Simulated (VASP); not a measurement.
# SnTe (rocksalt type) (Fm-3m) in VASP: further runs

Runs on SnTe (rocksalt type). Level: PBE. Tasks: single point, relaxation of cell and atoms.

Program: VASP 6.6.1. These are calculated values, not measurements. Logs are shortened: lines on timing, memory, paths and dates and some standing lists are left out, and cuts for length are marked.

## (1) The cell of the first run

Symmetry: Fm-3m, No. 225, cubic system. The conventional cell has a = 6.408 Å, b = 6.408 Å, c = 6.408 Å, α = 90.00°, β = 90.00°, γ = 90.00°. Within 4.2 Å of Sn (site symmetry m-3m) lie 6 Te at 3.20 Å. Within 4.2 Å of Te (site symmetry m-3m) lie 6 Sn at 3.20 Å.

## (2) Single point, PBE

File INCAR:

```
ALGO = Normal
EDIFF = 1E-7
ENCUT = 520
GGA = PE
ISIF = 2
ISMEAR = -1
LASPH = True
LCHARG = False
LREAL = False
LWAVE = False
NBANDS = 17
NELM = 100
PREC = Accurate
SIGMA = 0.1
```

File KPOINTS:

```
k-points
0
Gamma
  12 12 12
```

File POSCAR:

```
SnTe
1.0
    0.0000000000      3.2040621630      3.2040621630
    3.2040621630      0.0000000000      3.2040621630
    3.2040621630      3.2040621630      0.0000000000
Sn Te
1 1
Direct
    0.0000000000      0.0000000000      0.0000000000
    0.5000000000      0.5000000000      0.5000000000
```

Potentials or basis: VASP PAW PBE potentials, release 64 (Sn_d, Te).

Launch:

```bash
> cat potpaw_PBE.64/Sn_d/POTCAR potpaw_PBE.64/Te/POTCAR > POTCAR
> mpirun -np 1 vasp_std > vasp.out
```

OUTCAR:

```text
EDIFF = 1E-7
   ENCUT = 520
   GGA = PE
   ISIF = 2
   ISMEAR = -1
   LASPH = True
   LREAL = False
   NELM = 100
   PREC = Accurate

 ion  position               nearest neighbor table
   1  0.000  0.000  0.000-   2 3.20   2 3.20   2 3.20   2 3.20   2 3.20   2 3.20
   2  0.500  0.500  0.500-   1 3.20   1 3.20   1 3.20   1 3.20   1 3.20   1 3.20

  LATTYP: Found a face centered cubic cell.
 ALAT       =     6.4081243260

  Lattice vectors:

 A1 = (   0.0000000000,   3.2040621630,   3.2040621630)
 A2 = (   3.2040621630,   0.0000000000,   3.2040621630)
 A3 = (   3.2040621630,   3.2040621630,   0.0000000000)

Analysis of symmetry for initial positions (statically):
=====================================================================
 Subroutine PRICEL returns:
 Original cell was already a primitive cell.

 Routine SETGRP: Setting up the symmetry group for a
 face centered cubic supercell.

 Subroutine GETGRP returns: Found 48 space group operations
 (whereof 48 operations were pure point group operations)
 out of a pool of 48 trial point group operations.

The static configuration has the point symmetry O_h .

Analysis of symmetry for dynamics (positions and initial velocities):
=====================================================================
 Subroutine PRICEL returns:
 Original cell was already a primitive cell.

 Routine SETGRP: Setting up the symmetry group for a
 face centered cubic supercell.

 Subroutine GETGRP returns: Found 48 space group operations
 (whereof 48 operations were pure point group operations)
 out of a pool of 48 trial point group operations.

The dynamic configuration has the point symmetry O_h .

 Subroutine INISYM returns: Found 48 space group operations
 (whereof 48 operations are pure point group operations),
 and found     1 'primitive' translations

----------------------------------------------------------------------------------------

                                     Primitive cell

  volume of cell :      65.7859

  direct lattice vectors                    reciprocal lattice vectors
     0.000000000  3.204062163  3.204062163    -0.156051904  0.156051904  0.156051904
     3.204062163  0.000000000  3.204062163     0.156051904 -0.156051904  0.156051904
     3.204062163  3.204062163  0.000000000     0.156051904  0.156051904 -0.156051904

  length of vectors
     4.531228166  4.531228166  4.531228166     0.270289826  0.270289826  0.270289826

  position of ions in fractional coordinates (direct lattice)
     0.000000000  0.000000000  0.000000000
     0.500000000  0.500000000  0.500000000

  ion indices of the primitive-cell ions
   primitive index   ion index
                 1           1
                 2           2

----------------------------------------------------------------------------------------

 KPOINTS: k-points

Automatic generation of k-mesh.
 Grid dimensions read from file:
 generate k-points for:   12   12   12

 Generating k-lattice:

  Cartesian coordinates                     Fractional coordinates (reciprocal lattice)
    -0.013004325  0.013004325  0.013004325     0.083333333  0.000000000  0.000000000
     0.013004325 -0.013004325  0.013004325     0.000000000  0.083333333  0.000000000
     0.013004325  0.013004325 -0.013004325     0.000000000  0.000000000  0.083333333

  Length of vectors
     0.022524152  0.022524152  0.022524152

  Shift w.r.t. Gamma in fractional coordinates (k-lattice)
     0.000000000  0.000000000  0.000000000

 Subroutine IBZKPT returns following result:
 ===========================================

 Found     72 irreducible k-points:

 Following reciprocal coordinates:
            Coordinates               Weight
  0.000000  0.000000  0.000000      1.000000
  0.083333  0.000000  0.000000      8.000000
  0.166667  0.000000  0.000000      8.000000
  0.250000  0.000000  0.000000      8.000000
  0.333333  0.000000  0.000000      8.000000
  0.416667  0.000000  0.000000      8.000000
[... 16 lines left out ...]
  0.500000  0.166667  0.000000     24.000000
 -0.416667  0.166667  0.000000     24.000000
 [... further k-points ...]
   k-points           NKPTS =     72   k-points in BZ     NKDIM =     72   number of bands    NBANDS=     17
   number of dos      NEDOS =    301   number of ions     NIONS =      2
   total plane-waves  NPLWV =  46656
   dimension x,y,z NGX =    36 NGY =   36 NGZ =   36
   dimension x,y,z NGXF=    72 NGYF=   72 NGZF=   72
   ions per type =               1   1
   NGX,Y,Z   is equivalent  to a cutoff of  13.21, 13.21, 13.21 a.u.
   NGXF,Y,Z  is equivalent  to a cutoff of  26.42, 26.42, 26.42 a.u.
 SYSTEM =  unknown system
   PREC   = accura    normal or accurate (medium, high low for compatibility)
   ISTART =      0    job   : 0-new  1-cont  2-samecut
   ICHARG =      2    charge: 1-file 2-atom 10-const
   ISPIN  =      1    spin polarized calculation?
   LNONCOLLINEAR =      F non collinear calculations
   LSORBIT =      F    spin-orbit coupling
   LASPH  =      T    aspherical Exc in radial PAW
   ENCUT  =  520.0 eV  38.22 Ry    6.18 a.u.   8.43  8.43  8.43*2*pi/ulx,y,z
   NELM   =    100;   NELMIN=  2; NELMDL= -5     # of ELM steps
   EDIFF  = 0.1E-06   stopping-criterion for ELM
   LREAL  =      F    real-space projection
   EDIFFG = 0.1E-05   stopping-criterion for IOM
   NSW    =      0    number of steps for IOM
   IBRION =     -1    ionic relax: 0-MD 1-quasi-New 2-CG
   NFREE  =      0    steps in history (QN), initial steepest desc. (CG)
   ISIF   =      2    stress and relaxation
   ISYM   =      2    0-nonsym 1-usesym 2-fastsym
   POTIM  = 0.5000    time-step for ionic-motion
   TEBEG  =    0.0;   TEEND  =   0.0 temperature during run
   PSTRESS=    0.0 pullay stress
   NELECT =      20.0000    total number of electrons
   NUPDOWN=      -1.0000    fix difference up-down
   EMIN   =  10.00;   EMAX   =-10.00  energy-range for DOS
   EFERMI =   0.00;   METHOD = LEGACY
   ISMEAR =    -1;   SIGMA  =   0.10  broadening in eV -4-tet -1-fermi 0-gaus
   EFERMI_NEDOS =   21; number of points for ismear=-14 and -15
   IALGO  =     38    algorithm
   IMIX   =      4    mixing-type and parameters
     AMIX     =   0.40;   BMIX     =  1.00
     AMIX_MAG =   1.60;   BMIX_MAG =  1.00
  volume/ion in A,a.u.               =      32.89       221.97
  Fermi-wavevector in a.u.,A,eV,Ry     =   1.100797  2.080205 16.486914  1.211754
  Thomas-Fermi vector in A             =   2.237214
   LORBIT       =      0    0 simple, 1 ext, 2 COOP (PROOUT), +10 PAW based schemes
   GGA     = PE    functional components
   LHFCALC =     F    Hartree Fock is set to
   AEXX    =    0.0000 exact exchange contribution
   IVDW    =     0    specifies the selected vdW correction
   LEPSILON=     F    determine dielectric tensor
   LRPA    =     F    only Hartree local field effects (RPA)
 non-spin polarized calculation
  energy-cutoff  :      520.00
  volume of cell :       65.79
 maximum number of plane-waves:      1807
 NGX is ok and might be reduce to    36
   NGX = 17   NGY = 17   NGZ = 17

 number of electron      20.0000005 magnetization

 Free energy of the ion-electron system (eV)
  ---------------------------------------------------
  ext. energy  EPLUGINS =         0.00000000
  ---------------------------------------------------
  free energy    TOTEN  =        -7.56641830 eV

  energy without entropy =       -7.56310641  energy(sigma->0) =       -7.56476236

 E-fermi :   6.3275     XC(G=0):  -9.2696

 val. band max:        6.0117109605   @ k =   0.4167   0.0000   0.0000
 cond. band min:       6.3376536847   @ k =   0.5000   0.0000   0.0000
 fundamental gap:      0.3259427243
 Fermi energy:         6.3274896567

 k-point     1 :       0.0000    0.0000    0.0000
  band No.  band energies     occupation
      1     -15.5446      2.00000
      2     -15.5446      2.00000
      3     -15.5416      2.00000
      4     -15.5416      2.00000
      5     -15.5416      2.00000
      6      -6.0986      2.00000
[... 9 lines left out ...]
     16      11.1838      0.00000
     17      13.1654      0.00000

 k-point     2 :       0.0833    0.0000    0.0000
  band No.  band energies     occupation
      1     -15.5448      2.00000
      2     -15.5448      2.00000
      3     -15.5415      2.00000
      4     -15.5413      2.00000
      5     -15.5413      2.00000
      6      -6.0442      2.00000
[... 9 lines left out ...]
     16      11.3237      0.00000
     17      13.5996      0.00000

 k-point     3 :       0.1667    0.0000    0.0000
  band No.  band energies     occupation
      1     -15.5455      2.00000
      2     -15.5455      2.00000
      3     -15.5412      2.00000
      4     -15.5403      2.00000
      5     -15.5403      2.00000
      6      -5.8852      2.00000
[... 9 lines left out ...]
     16      11.7185      0.00000
     17      14.6360      0.00000

 k-point     4 :       0.2500    0.0000    0.0000
  band No.  band energies     occupation
      1     -15.5465      2.00000
      2     -15.5465      2.00000
      3     -15.5409      2.00000
      4     -15.5388      2.00000
      5     -15.5388      2.00000
      6      -5.6373      2.00000
[... 9 lines left out ...]
     16      12.3458      0.00000
     17      15.9687      0.00000
[... 343 lines left out ...]
      1     -15.5506      2.00000
      2     -15.5455      2.00000
      3     -15.5410      2.00000
      4     -15.5370      2.00000
      5     -15.5356      2.00000
      6      -5.1036      2.00000
[... 9 lines left out ...]
     16      14.9670      0.00000
     17      15.7452      0.00000

 k-point    23 :       0.5000    0.1667    0.0000
  band No.  band energies     occupation
      1     -15.5506      2.00000
      2     -15.5466      2.00000
      3     -15.5400      2.00000
      4     -15.5367      2.00000
      5     -15.5353      2.00000
      6      -4.8902      2.00000
[... 9 lines left out ...]
     16      15.2304      0.00000
     17      15.6697      0.00000

 k-point    24 :      -0.4167    0.1667    0.0000
  band No.  band energies     occupation
      1     -15.5500      2.00000
      2     -15.5474      2.00000
      3     -15.5394      2.00000
      4     -15.5367      2.00000
      5     -15.5357      2.00000
      6      -4.8537      2.00000
[... 9 lines left out ...]
     16      14.1071      0.00000
     17      16.5077      0.00000

 [... further k-points ...]
[... 5 lines left out ...]
  --------------------------------------------------------------------------------------
  -------------------------------------------------------------------------------------
  Total       -0.0027698     -0.0027698     -0.0027698      0.0000000      0.0000000      0.0000000
  in kB       -0.0674575     -0.0674575     -0.0674575      0.0000000      0.0000000      0.0000000
  external PRESSURE =      -0.0674575 kB  Pullay stress =       0.0000000 kB

 VOLUME and BASIS-vectors are now :
 -----------------------------------------------------------------------------
  energy-cutoff  :      520.00
  volume of cell :       65.79
      direct lattice vectors                 reciprocal lattice vectors
     0.000000000  3.204062163  3.204062163    -0.156051904  0.156051904  0.156051904
     3.204062163  0.000000000  3.204062163     0.156051904 -0.156051904  0.156051904
     3.204062163  3.204062163  0.000000000     0.156051904  0.156051904 -0.156051904

 POSITION                                       TOTAL-FORCE (eV/Angst)
 -----------------------------------------------------------------------------------
      0.00000      0.00000      0.00000         0.000000      0.000000     -0.000000
      3.20406      3.20406      3.20406         0.000000      0.000000      0.000000
 -----------------------------------------------------------------------------------
    total drift:                               -0.000000      0.000000      0.000000

  FREE ENERGIE OF THE ION-ELECTRON SYSTEM (eV)
  ---------------------------------------------------
  free  energy   TOTEN  =        -7.5664183011 eV

  energy  without entropy=       -7.5631064110  energy(sigma->0) =       -7.56476236
```

Run time: 75 s. Hardware: 1 thread of Intel Xeon Platinum 8259CL at 2.50GHz (Skylake/Cascade Lake), shared host; peak memory 0.25 GiB.

Results:

| Quantity | Value |
| --- | --- |
| Free energy | -7.5664 eV |
| Pressure | 0.0 GPa |

Caveat: spin-orbit coupling is left out, which moves the levels of the heavy elements.

## (3) Relaxation of cell and atoms, PBE

This run uses another cell than the first one, of 24.18 Å³/atom, 0.735 times its volume.

File INCAR:

```
SYSTEM = SnTe
ALGO     = Normal         ! electronic algorithm
EDIFF    = 1E-6           ! SCF threshold, eV
EDIFFG   = -0.005         ! ionic threshold
ENCUT    = 600            ! plane-wave cutoff, eV
GGA      = PE             ! functional
IBRION   = 2              ! ionic algorithm
ISIF     = 3              ! what is computed and relaxed
ISMEAR   = -1             ! smearing method
LASPH    = .TRUE.         ! aspherical terms in the spheres
LCHARG   = .FALSE.        ! write CHGCAR
LREAL    = .FALSE.        ! projectors in reciprocal space
LWAVE    = .FALSE.        ! write WAVECAR
NELM     = 60             ! most SCF steps
NSW      = 60             ! ionic steps
PREC     = Accurate       ! precision mode
SIGMA    = 0.1            ! smearing width, eV
```

File KPOINTS:

```
k-points
0
G
  12 12 12
  0 0 0
```

File POSCAR:

```
SnTe
1.0
    0.0000000000      2.8916353749      2.8916353749
    2.8916353749      0.0000000000      2.8916353749
    2.8916353749      2.8916353749      0.0000000000
Sn Te
1 1
Direct
    0.0000000000      0.0000000000      0.0000000000
    0.5000000000      0.5000000000      0.5000000000
```

Potentials or basis: VASP PAW PBE potentials, release 64 (Sn_d, Te).

Launch:

```bash
> cat potpaw_PBE.64/Sn_d/POTCAR potpaw_PBE.64/Te/POTCAR > POTCAR
> mpirun -np 1 vasp_std > vasp.out
```

Run time: 3.1 min. Hardware: 1 thread of Intel Xeon Platinum 8259CL at 2.50GHz (Skylake/Cascade Lake), shared host; peak memory 0.26 GiB.

Results (log left out):

| Property | Result |
| --- | --- |
| Free energy | -7.5636 eV |
| Relaxed volume | 32.88 Å³/atom |
| Relaxed cell | a = 4.531 Å, b = 4.531 Å, c = 4.531 Å, α = 60.00°, β = 60.00°, γ = 60.00° |
| Space group after relaxing (to 0.05 Å) | Fm-3m (No. 225) |
| Energy gained by relaxing | 504.7 meV/atom |
| Ionic steps | 5 |
| Pressure after relaxing | 0.0 GPa |

The path:
```tsv
step	energy change (eV)	largest force (eV/Å)	pressure (GPa)	volume (Å³)
1	0.0000	0.0000	24.45	48.36
2	-0.7673	0.0000	-4.95	79.05
3	-1.0093	0.0000	0.20	65.57
4	-1.0093	0.0000	-0.12	65.98
5	-1.0094	0.0000	0.01	65.77
```

Final structure:
```
CELL_PARAMETERS angstrom
0.00000 3.20376 3.20376
3.20376 0.00000 3.20376
3.20376 3.20376 0.00000
ATOMIC_POSITIONS crystal
Sn 0.00000 0.00000 0.00000
Te 0.50000 0.50000 0.50000
```

Levels at points of the mesh, in eV from the Fermi level:
```
           k point  band 8  band 9  band 10  band 11  band 12  band 13
(0.00, 0.00, 0.00)   -1.99   -1.99    -1.99     3.26     3.26     3.26
(0.50, 0.00, 0.00)   -1.67   -1.67     0.01     0.06     0.46     0.46
(0.50, 0.50, 0.00)   -5.21   -3.49    -3.49     2.39     4.70     4.70
```

Caveat: the volume moved by over 15 % at a fixed basis, so the end points are rough; spin-orbit coupling is left out, which moves the levels of the heavy elements.
